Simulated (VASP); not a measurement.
A run of VASP 6.6.1 is set up as follows.

File INCAR:

```
  PREC = Accurate
  ENCUT = 520
  EDIFF = 1E-6
  ISMEAR = -1
  SIGMA = 0.05
  LREAL = F
  LASPH = T
  NELM = 100
  ALGO = Normal
  ISIF = 2
  LWAVE = F
  LCHARG = F
  GGA = B5
  ALDAX = 1.0
  AGGAX = 1.0
  AGGAC = 1.0
  ALDAC = 0.0
  IVDW = 13
  VDW_S6 = 1.0
  VDW_S8 = 2.34076671
  VDW_A1 = 0.44488865
  VDW_A2 = 4.0933009
  NBANDS = 21
```

The input KPOINTS:

```
Automatic mesh
0
Gamma
  8 8 8
```

POSCAR

```
Ge
1.0
    0.0000000000      2.8476450493      2.8476450493
    2.8476450493      0.0000000000      2.8476450493
    2.8476450493      2.8476450493      0.0000000000
Ge
2
Direct
    0.7500000000      0.7500000000      0.7500000000
    0.5000000000      0.5000000000      0.5000000000
```

Potentials or basis: VASP PAW PBE potentials, release 64 (Ge_d).

Command:

```console
$ cat potpaw_PBE.64/Ge_d/POTCAR > POTCAR
$ mpirun -np 1 vasp_std > vasp.out
```

Predict the pressure.

1.6 GPa.

What does it give for the dispersion energy per atom?

-0.608 eV.

Caveat: the PAW data sets were made with another functional, which shifts forces and pressure a little; pairwise dispersion overbinds metals, which lowers pressure and volume.

**Experimental background.**

“Temperature-dependent photoluminescence in Ge: experiment and theory”, 2020, arxiv:2003.00143 reports, for a bulk crystal of Ge at 0 K: band gap 0.744 eV (indirect).

Against the measured gap of Ge, 0.744 eV (indirect; 0 K; “Temperature-dependent photoluminescence in Ge: experiment and theory”, 2020, arxiv:2003.00143), the calculated 0.00 eV is off by -0.74 eV. 3 values of this kind are on record (0.666 to 0.807 eV); this one was drawn at random among those near their median. Spin-orbit coupling on Ge is left out. The value is that of BLYP+D4 on a finite k mesh, which can miss the band edges, without temperature or zero-point motion. Semilocal functionals fall short of measured gaps as a rule.
